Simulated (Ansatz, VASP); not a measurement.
# One calculation of SiO2, two programs

POSCAR

```
SiO2
1.0
    0.0000000000      3.5996777200      3.5996777200
    3.5996777200      0.0000000000      3.5996777200
    3.5996777200      3.5996777200      0.0000000000
Si O
2 4
Direct
    0.0000000000      0.0000000000      0.0000000000
    0.2500000000      0.2500000000      0.2500000000
    0.1250000000      0.1250000000      0.1250000000
    0.6250000000      0.1250000000      0.1250000000
    0.1250000000      0.1250000000      0.6250000000
    0.1250000000      0.6250000000      0.1250000000
```

Contents of INCAR.step1:

```
PREC = Accurate
ENCUT = 520
ISMEAR = -1
SIGMA = 0.1
LREAL = F
LASPH = T
NELM = 80
NBANDS = 25
GGA = PE
ALGO = Normal
EDIFF = 1E-4
LWAVE = T
LCHARG = F
```

INCAR.step2

```
PREC = Accurate
ENCUT = 520
EDIFF = 1E-6
ISMEAR = -1
SIGMA = 0.1
LREAL = F
LASPH = T
NELM = 80
ALGO = Normal
ISIF = 2
LWAVE = F
LCHARG = F
METAGGA = R2SCAN
LMIXTAU = T
NBANDS = 25
ISTART = 1
```

KPOINTS

```
regular mesh
0
Gamma
  6 6 6
```

Input for Ansatz:

```yaml
crystal:
  lattice:
    - [0.0, 3.59967772, 3.59967772]
    - [3.59967772, 0.0, 3.59967772]
    - [3.59967772, 3.59967772, 0.0]
  atoms:
    - { symbol: Si, position: [0.0, 0.0, 0.0] }
    - { symbol: Si, position: [0.25, 0.25, 0.25] }
    - { symbol: O, position: [0.125, 0.125, 0.125] }
    - { symbol: O, position: [0.625, 0.125, 0.125] }
    - { symbol: O, position: [0.125, 0.125, 0.625] }
    - { symbol: O, position: [0.125, 0.625, 0.125] }
  symmetry: { tolerance: 0.0003 }
kpoints:
  mp_grid: { grid: [6, 6, 6], shift: [0, 0, 0] }
  band_path:
    path:
      - [0.375, 0.375, 0.75]
      - [0.0, 0.0, 0.0]
      - [0.5, 0.5, 0.5]
      - [0.5, 0.25, 0.75]
      - [0.5, 0.0, 0.5]
    npoints: 13
magnetization:
  spin_polarized: false
scf:
  occupations: { method: fermi_dirac }
  lower_state_search: "off"
  max_iter: 200
hamiltonian:
  pseudopotentials: { kind: paw }
  xc: r2scan
basis:
  ecutwfc: 500
  fft_grid_basis: typed
output:
  forces: true
  stress: true
  eigenvalues: true
  bader: true
  populations: true
  elf: true
  write_potential: true
  volumetric_format: npy
  dos:
    e_range: [-12, 8]
    de: 0.05
    projected: { site_lists: { O: [O], Si: [Si] } }
checkpoint:
  read: saved_state
```

Alike in both runs: task single point; functional r2SCAN; k mesh 6 × 6 × 6; no spin polarisation.

|  | VASP | Ansatz |
| --- | --- | --- |
| version | VASP 6.6.1 | Ansatz 0.2.0 |
| potentials or method | VASP PAW PBE potentials, release 64 (Si, O), cutoff 520 eV | PAW plane waves |
| occupations | fermi-dirac, width 0.1 eV | fermi-dirac |
| valence electrons in the cell | 32 | 32 |

```tsv
	VASP	Ansatz	Ansatz less VASP
gap on the k mesh at the Fermi level (eV)	6.15	6.16	+0.014
pressure (GPa)	15.5	15.4	-0.10
```

VASP's potentials were made for PBE, not for r2SCAN.
